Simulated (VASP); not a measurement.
Input of a VASP 6.6.1 run:

INCAR

```
SYSTEM = GaP
  PREC = Accurate
  ENCUT = 500
  EDIFF = 1E-8
  ISMEAR = 0
  SIGMA = 0.01
  LREAL = .FALSE.
  LASPH = .TRUE.
  NELM = 120
  ALGO = Normal
  ISIF = 2
  LWAVE = .FALSE.
  LCHARG = .TRUE.
  GGA = PE
  IBRION = 8
  NSW = 1
  LEPSILON = .TRUE.
  GGA_COMPAT = .FALSE.
```

File KPOINTS:

```
Automatic mesh
0
G
  8 8 8
  0 0 0
```

File POSCAR:

```
GaP
1.0
    0.0000000000      2.7258125000      2.7258125000
    2.7258125000      0.0000000000      2.7258125000
    2.7258125000      2.7258125000      0.0000000000
Ga P
1 1
Direct
    0.0000000000      0.0000000000      0.0000000000
    0.7500000000      0.7500000000      0.7500000000
```

Potentials or basis: VASP PAW PBE potentials, release 64 (Ga_d, P).

Command:

```sh
$ cat potpaw_PBE.64/Ga_d/POTCAR potpaw_PBE.64/P/POTCAR > POTCAR
$ mpirun -np 1 vasp_std > vasp.out
```

(1) What does it give for the electronic dielectric tensor (diagonal)?

(2) What does it give for the Born charges (mean of the diagonal)?

(3) Predict the highest phonon frequency at Γ, LO-TO splitting left out.

Results:

(1) 11.19.

(2) Ga +2.22; P -2.22 e.

(3) 356 cm⁻¹.

Caveat: the cell stands under pressure or tension, which shifts response properties.
